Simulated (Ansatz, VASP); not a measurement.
**Sr2TeS in VASP and in Ansatz**

INCAR

```
PREC     = Accurate       # precision mode
ENCUT    = 520            # plane-wave cutoff, eV
EDIFF    = 1E-6           # SCF threshold, eV
ISMEAR   = 0              # smearing method
SIGMA    = 0.01           # smearing width, eV
LREAL    = F              # projectors in reciprocal space
LASPH    = T              # aspherical terms in the spheres
NELM     = 60             # most SCF steps
ALGO     = Normal         # electronic algorithm
ISIF     = 2              # what is computed and relaxed
LWAVE    = F              # write WAVECAR
LCHARG   = F              # write CHGCAR
GGA      = PE             # functional
NBANDS   = 24             # bands
```

The input KPOINTS:

```
Automatic mesh
0
Gamma
  6 6 4
```

File POSCAR:

```
Sr2TeS
1.0
    4.4977299176      0.0000000000      0.0000000000
    0.0000000000      4.4977299176      0.0000000000
    0.0000000000      0.0000000000      6.3641554493
S Sr Te
1 2 1
Direct
    0.0000000000      0.0000000000      0.0000000000
    0.0000000000      0.0000000000      0.5000000000
    0.5000000000      0.5000000000      0.0000000000
    0.5000000000      0.5000000000      0.5000000000
```

Input for Ansatz:

```yaml
crystal:
  lattice:
    - [4.4977299176, 0.0, 0.0]
    - [0.0, 4.4977299176, 0.0]
    - [0.0, 0.0, 6.3641554493]
  atoms:
    - { symbol: S, position: [0.0, 0.0, 0.0] }
    - { symbol: Sr, position: [0.0, 0.0, 0.5] }
    - { symbol: Te, position: [0.5, 0.5, 0.5] }
    - { symbol: Sr, position: [0.5, 0.5, 0.0] }
kpoints:
  mp_grid: { grid: [6, 6, 4] }
hamiltonian:
  xc: pbe
scf:
  occupations: { method: fixed }
  n_extra_bands: 5
output:
  forces: true
  stress: true
  eigenvalues: true
```

Alike in both runs: task single point; functional PBE; k mesh 6 × 6 × 4; no spin polarisation.

|  | VASP | Ansatz |
| --- | --- | --- |
| version | VASP 6.6.1 | Ansatz 0.2.0 |
| potentials or method | VASP PAW PBE potentials, release 64 (S, Sr_sv, Te) | plane waves, PAW |
| plane-wave cutoff (eV) | 520 | 420 |
| occupations | gaussian, width 0.01 eV | fixed |
| valence electrons in the cell | 32 | 42 |

VASP gave:

- gap on the k mesh at the Fermi level (eV): 1.88
- pressure (GPa): 1.3

**Question.** Which values does Ansatz return?

**Answer.** gap on the k mesh at the Fermi level (eV): 1.91; pressure (GPa): 1.2.

VASP's potentials hold 32 valence electrons a cell and Ansatz's 42, so a difference there can come from the potentials and not from the codes.

Spin-orbit coupling is off throughout.
